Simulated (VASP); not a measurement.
Y, 1 atom in the cell. The structure is cubic, space group Pm-3m (No. 221). The conventional cell has a = 3.802 Å, b = 3.802 Å, c = 3.802 Å, α = 90.00°, β = 90.00°, γ = 90.00°. Within 5.0 Å of Y (site symmetry m-3m) lie 6 Y at 3.80 Å. 

| Item | Value |
| --- | --- |
| Program | VASP 6.6.1 |
| Task | single point |
| Functional | PBEsol |
| Potentials or basis | VASP PAW PBE potentials, release 64 (Y_sv) |
| Cutoff | 520 eV |
| k mesh | 6 × 6 × 6 |
| Occupations | gaussian, width 0.1 eV |
| Spin | no spin polarisation |
| Dipole correction | no |
| Further INCAR settings | ALGO = Normal; EDIFF = 1e-06; NBANDS = 12 |

Potentials or basis: VASP PAW PBE potentials, release 64 (Y_sv).

Command:

```bash
$ cat potpaw_PBE.64/Y_sv/POTCAR > POTCAR
$ mpirun -np 1 vasp_std > vasp.out
```

Hardware: 1 thread of Intel(R) Xeon(R) 6975P-C (Granite Rapids), with other jobs on the host.

**Question.** Estimate the wall time of this run.

**Answer.** Run time: 8.4 s on 1 thread of Intel(R) Xeon(R) 6975P-C (Granite Rapids) (shared host), peak memory 0.16 GiB. Counts: scf iterations 15, k points 20.
